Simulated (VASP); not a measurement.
The system is CsCl.

```
CELL_PARAMETERS angstrom
4.20293 0.00000 0.00000
0.00000 4.20293 0.00000
0.00000 0.00000 4.20293
ATOMIC_POSITIONS crystal
Cs 0.00000 0.00000 0.00000
Cl 0.50000 0.50000 0.50000
```

- Program: VASP 6.6.1
- Task: relaxation of cell and atoms
- Functional: LDA
- Potentials or basis: VASP PAW LDA potentials, release 64 (Cs_sv, Cl)
- Cutoff: 500 eV
- k mesh: 6 × 6 × 6
- Occupations: fermi-dirac, width 0.02 eV
- Spin: no spin polarisation

At the start: pressure -2.7 GPa; volume 37.12 Å³/atom.

How do energy, volume and symmetry change on relaxing?

Over 17 steps the energy falls by 56.9 meV/atom and the volume is 31.44 Å³/atom (-15.3 %); space group Pm-3m (No. 221, to 0.1 Å) before and after.

Step by step:
```
step  energy change (eV)  largest force (eV/Å)  pressure (GPa)  volume (Å³)
   1              0.0000                0.0000           -2.70        74.24
   2             -0.0888                0.0000           -1.54        67.73
   3             -0.1136                0.0000           -0.19        63.37
   4             -0.1139                0.0000            0.03        62.80
   5             -0.1138                0.0000           -0.06        63.02
   6             -0.1138                0.0000           -0.06        63.01
   7             -0.1138                0.0000           -0.05        63.01
   8             -0.1138                0.0000           -0.05        63.01
   9             -0.1138                0.0000           -0.05        63.01
  10             -0.1138                0.0000           -0.05        63.01
  11             -0.1138                0.0000           -0.05        63.01
  12             -0.1138                0.0000           -0.05        63.00
  13             -0.1138                0.0000           -0.05        63.00
  14             -0.1139                0.0000           -0.05        62.99
  15             -0.1139                0.0000           -0.04        62.98
  16             -0.1139                0.0000           -0.03        62.95
  17             -0.1139                0.0000            0.00        62.89
```

Final structure:
```yaml
crystal:
  lattice:
    - [3.97671, 0.00000, 0.00000]
    - [0.00000, 3.97671, 0.00000]
    - [0.00000, 0.00000, 3.97671]
  atoms:
    - { symbol: Cs, position: [0.00000, 0.00000, 0.00000] }
    - { symbol: Cl, position: [0.50000, 0.50000, 0.50000] }
```

Caveat: the volume moved by over 15 % at a fixed basis, so the end points are rough.
